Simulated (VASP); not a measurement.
**MgF2: relaxation of shape and atoms at fixed volume with PBE**

Crystal: MgF2.

```
Mg F
1.0
     4.65015    0.00000    0.00000
     0.00000    4.65015    0.00000
     0.00000    0.00000    3.06182
Mg F
2 4
Direct
  0.00000 0.00000 0.00000
  0.50000 0.50000 0.50000
  0.30356 0.30356 0.00000
  0.19644 0.80356 0.50000
  0.69644 0.69644 0.00000
  0.80356 0.19644 0.50000
```

- Program: VASP 6.6.1
- Task: relaxation of shape and atoms at fixed volume
- Functional: PBE
- Potentials or basis: VASP PAW PBE potentials, release 64 (Mg, F)
- Cutoff: 600 eV
- k mesh: 6 × 6 × 8
- Occupations: gaussian, width 0.02 eV
- Spin: no spin polarisation
- Dipole correction: no
- Further INCAR settings: ALGO = Normal; EDIFF = 1e-07; IBRION = 2; EDIFFG = -0.01; NSW = 50; ISIF = 4

* Energy gained by relaxing: 0.1 meV/atom
* Ionic steps: 3
* Pressure after relaxing: 2.0 GPa
* Band gap on the k mesh: 7.00 eV

Step by step:
```tsv
step	energy change (eV)	largest force (eV/Å)	pressure (GPa)	volume (Å³)
1	0.0000	0.0466	2.05	66.21
2	-0.0004	0.0193	2.00	66.21
3	-0.0005	0.0010	1.96	66.21
```

Final structure:
```cif
data_structure
_symmetry_space_group_name_H-M 'P 1'
_symmetry_Int_Tables_number 1
_cell_length_a 4.6468
_cell_length_b 4.6468
_cell_length_c 3.0662
_cell_angle_alpha 90.000
_cell_angle_beta 90.000
_cell_angle_gamma 90.000
_cell_volume 66.21
loop_
_atom_site_label
_atom_site_type_symbol
_atom_site_fract_x
_atom_site_fract_y
_atom_site_fract_z
_atom_site_occupancy
Mg1 Mg 0.00000 0.00000 0.00000 1
Mg2 Mg 0.50000 0.50000 0.50000 1
F1 F 0.30297 0.30297 0.00000 1
F2 F 0.19703 0.80297 0.50000 1
F3 F 0.69703 0.69703 0.00000 1
F4 F 0.80297 0.19703 0.50000 1
```

Levels at points of the mesh, in eV from the valence-band top:
```
           k point  band 13  band 14  band 15  band 16  band 17  band 18  band 19  band 20
(0.00, 0.00, 0.00)    -0.72    -0.32    -0.32     0.00     7.00    12.15    12.15    13.64
(0.50, 0.00, 0.00)    -0.97    -0.97    -0.37    -0.37     9.39     9.39    13.40    13.40
(0.50, 0.50, 0.00)    -0.94    -0.94    -0.76    -0.76    11.06    11.06    11.20    11.20
(0.00, 0.00, 0.50)    -1.12    -1.12    -0.84    -0.84    11.72    11.72    14.87    14.87
(0.50, 0.00, 0.50)    -0.72    -0.72    -0.65    -0.65    12.64    12.64    13.31    13.31
(0.50, 0.50, 0.50)    -0.59    -0.59    -0.47    -0.47    13.14    13.14    13.25    13.25
```

It took 2.2 min on 1 thread of Oxide Virtual Turin-like Processor, with other jobs on the host, peak memory 0.2 GiB.

A k mesh can miss the band edges.
